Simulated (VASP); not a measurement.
Write the native input for VASP 6.6.1 that does the following.

- Task: single point
- Functional: PBEsol
- Potentials or basis: VASP PAW PBE potentials, release 64 (Sn_d)
- Cutoff: 520 eV
- k mesh: 16 × 16 × 16
- Occupations: gaussian, width 0.15 eV
- Spin: no spin polarisation
- Dipole correction: no
- Further INCAR settings: ALGO = Fast; EDIFF = 1e-07; NBANDS = 21

The structure of Sn lies in POSCAR:

```
Sn
1.0
    0.0000000000      3.1399481086      3.5324416222
    3.1399481086      0.0000000000      3.5324416222
    3.1399481086      3.1399481086      0.0000000000
Sn
2
Direct
    0.5000000000      0.5000000000      0.5000000000
    0.7500000000      0.7500000000      0.7500000000
```

This cell differs from its parent crystal: strain -0.040 along x and y, +0.080 along z.

One way to write it, as run:

INCAR

```
SYSTEM = Sn
PREC     = Accurate       ! precision mode
ENCUT    = 520            ! plane-wave cutoff, eV
EDIFF    = 1E-7           ! SCF threshold, eV
ISMEAR   = 0              ! smearing method
SIGMA    = 0.15           ! smearing width, eV
LREAL    = .FALSE.        ! projectors in reciprocal space
LASPH    = .TRUE.         ! aspherical terms in the spheres
NELM     = 100            ! most SCF steps
ALGO     = Fast           ! electronic algorithm
ISIF     = 2              ! what is computed and relaxed
LWAVE    = .FALSE.        ! write WAVECAR
LCHARG   = .TRUE.         ! write CHGCAR
GGA      = PS             ! functional
LELF     = .TRUE.         ! ELF
LVHAR    = .TRUE.       
NBANDS   = 21             ! bands
```

KPOINTS

```
regular mesh
0
G
  16 16 16
  0 0 0
```

Potentials or basis: VASP PAW PBE potentials, release 64 (Sn_d).

Run with:

```console
$ cat potpaw_PBE.64/Sn_d/POTCAR > POTCAR
$ mpirun -np 1 vasp_std > vasp.out
```

Results of the run:

```json
{"Pressure": "0.0 GPa", "Band gap on the k mesh": "zero (bands 14 and 15 overlap by 0.64 eV)"}
```

Caveat: the cell differs from its parent crystal (strain -0.040 along x and y, +0.080 along z); the PAW data sets were made with another functional, which shifts forces and pressure a little; spin-orbit coupling is left out, which moves the levels of the heavy elements.

Wall time 3.3 min on 1 thread of Intel(R) Xeon(R) 6975P-C (Granite Rapids), on a shared host, peak memory 0.51 GiB.
